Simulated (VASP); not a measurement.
# Ni (Fm-3m) in VASP: a series of runs

The runs below take Ni through single point, with PBE.

Everything below comes from runs of VASP 6.6.1. Logs are shortened: lines on timing, memory, paths and dates and some standing lists are left out, and cuts for length are marked.

## (1) The cell of the first run

The structure is cubic, space group Fm-3m (No. 225). Conventional cell: a = 3.536 Å, b = 3.536 Å, c = 3.536 Å, α = 90.00°, β = 90.00°, γ = 90.00°. Within 3.3 Å of Ni (site symmetry m-3m) lie 12 Ni at 2.50 Å.

## (2) Single point, PBE

INCAR

```
SYSTEM = Ni
PREC = Accurate
ENCUT = 600
EDIFF = 1E-6
ISMEAR = -1
SIGMA = 0.05
LREAL = .False.
LASPH = .True.
NELM = 120
ALGO = Normal
ISIF = 2
LWAVE = .False.
LCHARG = .False.
GGA = PE
NBANDS = 11
GGA_COMPAT = .False.
```

KPOINTS

```
regular mesh
0
Gamma
  15 15 15
  0 0 0
```

POSCAR

```
Ni
1.0
    0.0000000000      1.7680000000      1.7680000000
    1.7680000000      0.0000000000      1.7680000000
    1.7680000000      1.7680000000      0.0000000000
Ni
1
Direct
    0.0000000000      0.0000000000      0.0000000000
```

Potentials or basis: VASP PAW PBE potentials, release 64 (Ni).

Started as:

```bash
$ cat potpaw_PBE.64/Ni/POTCAR > POTCAR
$ mpirun -np 1 vasp_std > vasp.out
```

OUTCAR:

```text
SYSTEM = Ni
   PREC = Accurate
   ENCUT = 600
   EDIFF = 1E-6
   ISMEAR = -1
   LREAL = .False.
   LASPH = .True.
   NELM = 120
   ISIF = 2
   GGA = PE

 ion  position               nearest neighbor table
   1  0.000  0.000  0.000-

  LATTYP: Found a face centered cubic cell.
 ALAT       =     3.5360000000

  Lattice vectors:

 A1 = (   0.0000000000,   1.7680000000,   1.7680000000)
 A2 = (   1.7680000000,   0.0000000000,   1.7680000000)
 A3 = (   1.7680000000,   1.7680000000,   0.0000000000)

Analysis of symmetry for initial positions (statically):
=====================================================================
 Subroutine PRICEL returns:
 Original cell was already a primitive cell.

 Routine SETGRP: Setting up the symmetry group for a
 face centered cubic supercell.

 Subroutine GETGRP returns: Found 48 space group operations
 (whereof 48 operations were pure point group operations)
 out of a pool of 48 trial point group operations.

The static configuration has the point symmetry O_h .

Analysis of symmetry for dynamics (positions and initial velocities):
=====================================================================
 Subroutine PRICEL returns:
 Original cell was already a primitive cell.

 Routine SETGRP: Setting up the symmetry group for a
 face centered cubic supercell.

 Subroutine GETGRP returns: Found 48 space group operations
 (whereof 48 operations were pure point group operations)
 out of a pool of 48 trial point group operations.

The dynamic configuration has the point symmetry O_h .

 Subroutine INISYM returns: Found 48 space group operations
 (whereof 48 operations are pure point group operations),
 and found     1 'primitive' translations

----------------------------------------------------------------------------------------

                                     Primitive cell

  volume of cell :      11.0529

  direct lattice vectors                    reciprocal lattice vectors
     0.000000000  1.768000000  1.768000000    -0.282805430  0.282805430  0.282805430
     1.768000000  0.000000000  1.768000000     0.282805430 -0.282805430  0.282805430
     1.768000000  1.768000000  0.000000000     0.282805430  0.282805430 -0.282805430

  length of vectors
     2.500329578  2.500329578  2.500329578     0.489833373  0.489833373  0.489833373

  position of ions in fractional coordinates (direct lattice)
     0.000000000  0.000000000  0.000000000

  ion indices of the primitive-cell ions
   primitive index   ion index
[... 73 lines left out ...]
   EDIFF  = 0.1E-05   stopping-criterion for ELM
   LREAL  =      F    real-space projection
   EDIFFG = 0.1E-04   stopping-criterion for IOM
   NSW    =      0    number of steps for IOM
   IBRION =     -1    ionic relax: 0-MD 1-quasi-New 2-CG
   NFREE  =      0    steps in history (QN), initial steepest desc. (CG)
   ISIF   =      2    stress and relaxation
   ISYM   =      2    0-nonsym 1-usesym 2-fastsym
   POTIM  = 0.5000    time-step for ionic-motion
   TEBEG  =    0.0;   TEEND  =   0.0 temperature during run
   PSTRESS=    0.0 pullay stress
   NELECT =      10.0000    total number of electrons
   NUPDOWN=      -1.0000    fix difference up-down
   EMIN   =  10.00;   EMAX   =-10.00  energy-range for DOS
   EFERMI =   0.00;   METHOD = LEGACY
   ISMEAR =    -1;   SIGMA  =   0.05  broadening in eV -4-tet -1-fermi 0-gaus
   EFERMI_NEDOS =   21; number of points for ismear=-14 and -15
   IALGO  =     38    algorithm
   IMIX   =      4    mixing-type and parameters
     AMIX     =   0.40;   BMIX     =  1.00
     AMIX_MAG =   1.60;   BMIX_MAG =  1.00
  volume/ion in A,a.u.               =      11.05        74.59
  Fermi-wavevector in a.u.,A,eV,Ry     =   1.583371  2.992137 34.110655  2.507062
  Thomas-Fermi vector in A             =   2.683151
   LORBIT       =      0    0 simple, 1 ext, 2 COOP (PROOUT), +10 PAW based schemes
   GGA     = PE    functional components
   LHFCALC =     F    Hartree Fock is set to
   AEXX    =    0.0000 exact exchange contribution
   IVDW    =     0    specifies the selected vdW correction
   LEPSILON=     F    determine dielectric tensor
   LRPA    =     F    only Hartree local field effects (RPA)
 non-spin polarized calculation
  energy-cutoff  :      600.00
  volume of cell :       11.05
 maximum number of plane-waves:       378
   NGX =  9   NGY =  9   NGZ =  9

 number of electron      10.0000010 magnetization

 Free energy of the ion-electron system (eV)
  ---------------------------------------------------
  ext. energy  EPLUGINS =         0.00000000
  ---------------------------------------------------
  free energy    TOTEN  =        -5.42721801 eV

  energy without entropy =       -5.39936680  energy(sigma->0) =       -5.41329240

 E-fermi :   8.9646     XC(G=0): -13.1605

 val. band max:        8.9510324829   @ k =   0.4000   0.0667   0.0000
 cond. band min:       8.9653883056   @ k =  -0.4000   0.4000   0.0000
 fundamental gap:      0.0143558226
 Fermi energy:         8.9646254013

 k-point     1 :       0.0000    0.0000    0.0000
  band No.  band energies     occupation
      1       0.2358      2.00000
      2       7.1602      2.00000
      3       7.1602      2.00000
      4       7.1602      2.00000
      5       8.2309      2.00000
      6       8.2309      2.00000
      7      32.6602      0.00000
      8      36.4732      0.00000
      9      36.4732      0.00000
     10      36.4732      0.00000
     11      39.4250      0.00000
[... 309 lines left out ...]
 k-point    24 :       0.2000    0.1333    0.0000
  band No.  band energies     occupation
      1       1.7236      2.00000
      2       6.6849      2.00000
      3       7.5002      2.00000
      4       7.5362      2.00000
      5       7.8926      2.00000
      6       8.4072      1.99997
      7      28.6887      0.00000
      8      31.2223      0.00000
      9      31.6705      0.00000
     10      33.9274      0.00000
     11      38.2669      0.00000

 [... further k-points ...]
[... 5 lines left out ...]
  --------------------------------------------------------------------------------------
  -------------------------------------------------------------------------------------
  Total       -0.2773580     -0.2773580     -0.2773580      0.0000000      0.0000000      0.0000000
  in kB      -40.2044916    -40.2044916    -40.2044916      0.0000000      0.0000000      0.0000000
  external PRESSURE =     -40.2044916 kB  Pullay stress =       0.0000000 kB

 VOLUME and BASIS-vectors are now :
 -----------------------------------------------------------------------------
  energy-cutoff  :      600.00
  volume of cell :       11.05
      direct lattice vectors                 reciprocal lattice vectors
     0.000000000  1.768000000  1.768000000    -0.282805430  0.282805430  0.282805430
     1.768000000  0.000000000  1.768000000     0.282805430 -0.282805430  0.282805430
     1.768000000  1.768000000  0.000000000     0.282805430  0.282805430 -0.282805430

 POSITION                                       TOTAL-FORCE (eV/Angst)
 -----------------------------------------------------------------------------------
      0.00000      0.00000      0.00000        -0.000000      0.000000     -0.000000
 -----------------------------------------------------------------------------------
    total drift:                                0.000000      0.000000      0.000000

  FREE ENERGIE OF THE ION-ELECTRON SYSTEM (eV)
  ---------------------------------------------------
  free  energy   TOTEN  =        -5.4272180116 eV

  energy  without entropy=       -5.3993667962  energy(sigma->0) =       -5.41329240
```

Wall time 13 s (1 thread of Intel Xeon Platinum 8259CL at 2.50GHz (Skylake/Cascade Lake), shared host); peak memory 0.13 GiB.

Results:

| Quantity | Value |
| --- | --- |
| Free energy | -5.4272 eV |
| Pressure | -4.0 GPa |
| Band gap on the k mesh | zero (bands 5 and 6 overlap by 0.92 eV) |

Levels at points of the mesh, in eV from the Fermi level:
```tsv
k point	band 2	band 3	band 4	band 5	band 6	band 7	band 8	band 9
(0.00, 0.00, 0.00)	-1.80	-1.80	-1.80	-0.73	-0.73	23.70	27.51	27.51
```

Caveat: the cell stands under tension; the run has no spin polarisation, though such a crystal can be magnetic.

## (3) Single point, PBE

INCAR

```
PREC     = Accurate       # precision mode
ENCUT    = 600            # plane-wave cutoff, eV
EDIFF    = 1E-6           # SCF threshold, eV
ISMEAR   = -1             # smearing method
SIGMA    = 0.05           # smearing width, eV
LREAL    = False          # projectors in reciprocal space
LASPH    = True           # aspherical terms in the spheres
NELM     = 120            # most SCF steps
ALGO     = Normal         # electronic algorithm
ISIF     = 2              # what is computed and relaxed
LWAVE    = False          # write WAVECAR
LCHARG   = False          # write CHGCAR
GGA      = PE             # functional
NBANDS   = 11             # bands
GGA_COMPAT= False
```

KPOINTS

```
Automatic mesh
0
Gamma
  15 15 15
```

POSCAR is that of step 2.

Potentials or basis: VASP PAW PBE potentials, release 64 (Ni).

Started as:

```bash
$ cat potpaw_PBE.64/Ni/POTCAR > POTCAR
$ mpirun -np 1 vasp_std > vasp.out
```

Run time: 12 s. Hardware: 1 thread of Intel Xeon Platinum 8259CL at 2.50GHz (Skylake/Cascade Lake), shared host; peak memory 0.13 GiB.

The run converged. Its results:

* Free energy: -5.4272 eV
* Pressure: -4.0 GPa
* Band gap on the k mesh: zero (bands 5 and 6 overlap by 0.92 eV)

Levels at points of the mesh, in eV from the Fermi level:
| k point | band 3 | band 4 | band 5 | band 6 | band 7 | band 8 |
| --- | --- | --- | --- | --- | --- | --- |
| (0.00, 0.00, 0.00) | -1.80 | -1.80 | -0.73 | -0.73 | 23.70 | 27.51 |

Caveat: the cell stands under tension; the run has no spin polarisation, though such a crystal can be magnetic.

## (4) Single point, PBE

INCAR

```
PREC = Accurate
ENCUT = 600
EDIFF = 1E-6
ISMEAR = -5
SIGMA = 0.1
LREAL = F
LASPH = T
NELM = 120
ALGO = Normal
ISIF = 2
LWAVE = F
LCHARG = T
GGA = PE
LELF = T
LVHAR = T
NBANDS = 11
GGA_COMPAT = F
```

KPOINTS

```
regular mesh
0
Gamma
  15 15 15
```

POSCAR is that of step 3.

Potentials or basis: VASP PAW PBE potentials, release 64 (Ni).

Started as:

```bash
$ cat potpaw_PBE.64/Ni/POTCAR > POTCAR
$ mpirun -np 1 vasp_std > vasp.out
```

OUTCAR:

```text
PREC = Accurate
   ENCUT = 600
   EDIFF = 1E-6
   ISMEAR = -5
   LREAL = F
   LASPH = T
   NELM = 120
   ISIF = 2
   GGA = PE

 ion  position               nearest neighbor table
   1  0.000  0.000  0.000-

  LATTYP: Found a face centered cubic cell.
 ALAT       =     3.5360000000

  Lattice vectors:

 A1 = (   0.0000000000,   1.7680000000,   1.7680000000)
 A2 = (   1.7680000000,   0.0000000000,   1.7680000000)
 A3 = (   1.7680000000,   1.7680000000,   0.0000000000)

Analysis of symmetry for initial positions (statically):
=====================================================================
 Subroutine PRICEL returns:
 Original cell was already a primitive cell.

 Routine SETGRP: Setting up the symmetry group for a
 face centered cubic supercell.

 Subroutine GETGRP returns: Found 48 space group operations
 (whereof 48 operations were pure point group operations)
 out of a pool of 48 trial point group operations.

The static configuration has the point symmetry O_h .

Analysis of symmetry for dynamics (positions and initial velocities):
=====================================================================
 Subroutine PRICEL returns:
 Original cell was already a primitive cell.

 Routine SETGRP: Setting up the symmetry group for a
 face centered cubic supercell.

 Subroutine GETGRP returns: Found 48 space group operations
 (whereof 48 operations were pure point group operations)
 out of a pool of 48 trial point group operations.

The dynamic configuration has the point symmetry O_h .

 Subroutine INISYM returns: Found 48 space group operations
 (whereof 48 operations are pure point group operations),
 and found     1 'primitive' translations

----------------------------------------------------------------------------------------

                                     Primitive cell

  volume of cell :      11.0529

[... 108 lines left out ...]
     AMIX_MAG =   1.60;   BMIX_MAG =  1.00
  volume/ion in A,a.u.               =      11.05        74.59
  Fermi-wavevector in a.u.,A,eV,Ry     =   1.583371  2.992137 34.110655  2.507062
  Thomas-Fermi vector in A             =   2.683151
   LORBIT       =      0    0 simple, 1 ext, 2 COOP (PROOUT), +10 PAW based schemes
   GGA     = PE    functional components
   LHFCALC =     F    Hartree Fock is set to
   AEXX    =    0.0000 exact exchange contribution
   IVDW    =     0    specifies the selected vdW correction
   LEPSILON=     F    determine dielectric tensor
   LRPA    =     F    only Hartree local field effects (RPA)
 non-spin polarized calculation
 Fermi weights with tetrahedron method with Bloechl corrections
  energy-cutoff  :      600.00
  volume of cell :       11.05
 maximum number of plane-waves:       378
   NGX =  9   NGY =  9   NGZ =  9

 number of electron      10.0000010 magnetization

 Free energy of the ion-electron system (eV)
  ---------------------------------------------------
  ext. energy  EPLUGINS =         0.00000000
  ---------------------------------------------------
  free energy    TOTEN  =        -5.40922204 eV

  energy without entropy =       -5.40922204  energy(sigma->0) =       -5.40922204

 E-fermi :   8.9457     XC(G=0): -13.1601

 val. band max:        8.9704272341   @ k =   0.4667   0.1333   0.0000
 cond. band min:       8.9363184096   @ k =   0.4667   0.0000   0.0000
 fundamental gap:     -0.0341088245
 Fermi energy:         8.9456711604

 k-point     1 :       0.0000    0.0000    0.0000
  band No.  band energies     occupation
      1       0.2358      2.00000
      2       7.1614      2.00000
      3       7.1614      2.00000
      4       7.1614      2.00000
      5       8.2337      2.00000
      6       8.2337      2.00000
      7      32.6591      0.00000
      8      36.4735      0.00000
      9      36.4735      0.00000
     10      36.4735      0.00000
     11      39.4251      0.00000
[... 309 lines left out ...]
 k-point    24 :       0.2000    0.1333    0.0000
  band No.  band energies     occupation
      1       1.7236      2.00000
      2       6.6861      2.00000
      3       7.5017      2.00000
      4       7.5375      2.00000
      5       7.8951      2.00000
      6       8.4100      2.00000
      7      28.6888      0.00000
      8      31.2226      0.00000
      9      31.6705      0.00000
     10      33.9278      0.00000
     11      38.2672      0.00000

 [... further k-points ...]
[... 5 lines left out ...]
  --------------------------------------------------------------------------------------
  -------------------------------------------------------------------------------------
  Total       -0.2908745     -0.2908745     -0.2908745     -0.0000000      0.0000000      0.0000000
  in kB      -42.1637704    -42.1637704    -42.1637704     -0.0000000      0.0000000      0.0000000
  external PRESSURE =     -42.1637704 kB  Pullay stress =       0.0000000 kB

 VOLUME and BASIS-vectors are now :
 -----------------------------------------------------------------------------
  energy-cutoff  :      600.00
  volume of cell :       11.05
      direct lattice vectors                 reciprocal lattice vectors
     0.000000000  1.768000000  1.768000000    -0.282805430  0.282805430  0.282805430
     1.768000000  0.000000000  1.768000000     0.282805430 -0.282805430  0.282805430
     1.768000000  1.768000000  0.000000000     0.282805430  0.282805430 -0.282805430

 POSITION                                       TOTAL-FORCE (eV/Angst)
 -----------------------------------------------------------------------------------
      0.00000      0.00000      0.00000         0.000000      0.000000      0.000000
 -----------------------------------------------------------------------------------
    total drift:                                0.000000      0.000000      0.000000

  FREE ENERGIE OF THE ION-ELECTRON SYSTEM (eV)
  ---------------------------------------------------
  free  energy   TOTEN  =        -5.4092220390 eV

  energy  without entropy=       -5.4092220390  energy(sigma->0) =       -5.40922204
```

OSZICAR:

```text
N       E                     dE             d eps       ncg     rms          rms(c)
DAV:   1     0.308084112224E+02    0.30808E+02   -0.53885E+03  2712   0.139E+03
DAV:   2    -0.540345181889E+01   -0.36212E+02   -0.34656E+02  2721   0.181E+02
DAV:   3    -0.644372550958E+01   -0.10403E+01   -0.10323E+01  2959   0.351E+01
DAV:   4    -0.645309882095E+01   -0.93733E-02   -0.93732E-02  2958   0.301E+00
DAV:   5    -0.645332229356E+01   -0.22347E-03   -0.22395E-03  2981   0.442E-01    0.955E+00
DAV:   6    -0.578887221886E+01    0.66445E+00   -0.15946E+01  3171   0.553E+01    0.602E+00
DAV:   7    -0.542710251536E+01    0.36177E+00   -0.29620E+00  3144   0.220E+01    0.162E+00
DAV:   8    -0.541119519287E+01    0.15907E-01   -0.23136E-02  3706   0.148E+00    0.473E-01
DAV:   9    -0.540921071135E+01    0.19845E-02   -0.28451E-03  3945   0.389E-01    0.802E-02
DAV:  10    -0.540922395976E+01   -0.13248E-04   -0.19525E-05  2789   0.514E-02    0.353E-02
DAV:  11    -0.540922187062E+01    0.20891E-05   -0.59472E-07  2177   0.108E-02    0.267E-03
DAV:  12    -0.540922203901E+01   -0.16839E-06   -0.65223E-08  1458   0.249E-03
   1 F= -.54092220E+01 E0= -.54092220E+01  d E =0.000000E+00
```

stdout:

```text
POSCAR found type information on POSCAR Ni
 POSCAR found :  1 types and       1 ions
 scaLAPACK will be used
 LDA part: xc-table for (Slater+PW92), standard interpolation
 POSCAR, INCAR and KPOINTS ok, starting setup
 FFT: planning ... GRIDC
 FFT: planning ... GRID_SOFT
 FFT: planning ... GRID
 WAVECAR not read
 entering main loop
 -----------------------------------------------------------------------------
|                                                                             |
|           W    W    AA    RRRRR   N    N  II  N    N   GGGG   !!!           |
|           W    W   A  A   R    R  NN   N  II  NN   N  G    G  !!!           |
|           W    W  A    A  R    R  N N  N  II  N N  N  G       !!!           |
|           W WW W  AAAAAA  RRRRR   N  N N  II  N  N N  G  GGG   !            |
|           WW  WW  A    A  R   R   N   NN  II  N   NN  G    G                |
|           W    W  A    A  R    R  N    N  II  N    N   GGGG   !!!           |
|                                                                             |
|     Tetrahedron method does not include variations of the Fermi             |
|     occupations, so forces and stress will be inaccurate. We suggest        |
|     using a different smearing scheme ISMEAR = 1 or 2 for metals in         |
|     relaxations.                                                            |
|                                                                             |
 -----------------------------------------------------------------------------
```

It took 17 s on 1 thread of Intel Xeon Platinum 8259CL at 2.50GHz (Skylake/Cascade Lake), shared host; peak memory 0.14 GiB.

What came out:

```yaml
Free_energy: -5.4092 eV
Pressure: -4.2 GPa
Band_gap_on_the_k_mesh: zero (bands 5 and 6 overlap by 0.92 eV)
```

Caveat: the cell stands under tension; the run has no spin polarisation, though such a crystal can be magnetic; tetrahedron occupations give inexact forces and stress in metals.
